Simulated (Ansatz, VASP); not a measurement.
## One calculation of Si2Ge2Ir, two programs

Contents of INCAR:

```
PREC     = Accurate       # precision mode
ENCUT    = 500            # plane-wave cutoff, eV
EDIFF    = 1E-7           # SCF threshold, eV
ISMEAR   = 0              # smearing method
SIGMA    = 0.2            # smearing width, eV
LREAL    = False          # projectors in reciprocal space
LASPH    = True           # aspherical terms in the spheres
NELM     = 120            # most SCF steps
ALGO     = Normal         # electronic algorithm
ISIF     = 3              # what is computed and relaxed
LWAVE    = False          # write WAVECAR
LCHARG   = False          # write CHGCAR
GGA      = PE             # functional
IBRION   = 2              # ionic algorithm
NSW      = 36             # ionic steps
EDIFFG   = -0.08          # ionic threshold
GGA_COMPAT= False        
NELMIN   = 4
```

File KPOINTS:

```
Automatic mesh
0
Gamma
  3 3 3
```

POSCAR

```
Si2Ge2Ir
1.0
    5.6100000000      0.0000000000      0.0000000000
    0.0000000000      5.6100000000      0.0000000000
    0.0000000000      0.0000000000      5.0200000000
Si Ge Ir
4 4 2
Direct
    0.6750000000      0.8250000000      0.2450000000
    0.1750000000      0.6750000000      0.2450000000
    0.3250000000      0.1750000000      0.2450000000
    0.8250000000      0.3250000000      0.2450000000
    0.8250000000      0.6750000000      0.7400000000
    0.1750000000      0.3250000000      0.7400000000
    0.6750000000      0.1750000000      0.7400000000
    0.3250000000      0.8250000000      0.7400000000
    0.0000000000      0.0000000000      0.0000000000
    0.5000000000      0.5000000000      0.0000000000
```

Input for Ansatz:

```yaml
crystal:
  lattice:
    - [5.61, 0.0, 0.0]
    - [0.0, 5.61, 0.0]
    - [0.0, 0.0, 5.02]
  atoms:
    - { symbol: Si, position: [0.675, 0.825, 0.245] }
    - { symbol: Si, position: [0.175, 0.675, 0.245] }
    - { symbol: Si, position: [0.325, 0.175, 0.245] }
    - { symbol: Si, position: [0.825, 0.325, 0.245] }
    - { symbol: Ge, position: [0.825, 0.675, 0.74] }
    - { symbol: Ge, position: [0.175, 0.325, 0.74] }
    - { symbol: Ge, position: [0.675, 0.175, 0.74] }
    - { symbol: Ge, position: [0.325, 0.825, 0.74] }
    - { symbol: Ir, position: [0.0, 0.0, 0.0] }
    - { symbol: Ir, position: [0.5, 0.5, 0.0] }
basis:
  ecutwfc: 420
kpoints:
  mp_grid: { grid: [3, 3, 3] }
hamiltonian:
  xc: pbe
scf:
  occupations: { method: gaussian, width: 0.2 }
  lower_state_search: "off"
output:
  forces: true
  stress: true
  eigenvalues: true
relax:
  adjacent_minimum: "off"
  f_tol: 0.08
  max_steps: 16
  cell: { stress_tol: 0.8 }
```

Alike in both runs: task relaxation of cell and atoms; functional PBE; k mesh 3 × 3 × 3; occupations gaussian, width 0.2 eV; no spin polarisation.

|  | VASP | Ansatz |
| --- | --- | --- |
| version | VASP 6.6.1 | Ansatz 0.2.0 |
| potentials or method | VASP PAW PBE potentials, release 64 (Si, Ge_d, Ir), cutoff 500 eV | scalar-relativistic, plane waves, PAW |
| valence electrons in the cell | 90 | 106 |

|  | VASP | Ansatz | Ansatz less VASP |
| --- | --- | --- | --- |
| gap on the k mesh at the Fermi level, each at its own relaxed structure (eV) | none | none | - |
| relaxed volume (Å³/atom) | 16.87 | 16.90 | +0.028 |
| relaxed length of the cell vector where the two differ most in proportion (Å) | 5.072 | 5.082 | +0.0093 |

A gap of «none» marks a metal or a gap that the smearing closes. VASP's potentials hold 90 valence electrons a cell and Ansatz's 106, so a difference there can come from the potentials and not from the codes.

The k mesh is coarse, so the values compare programs but aren't converged. Neither program's run includes spin-orbit coupling.
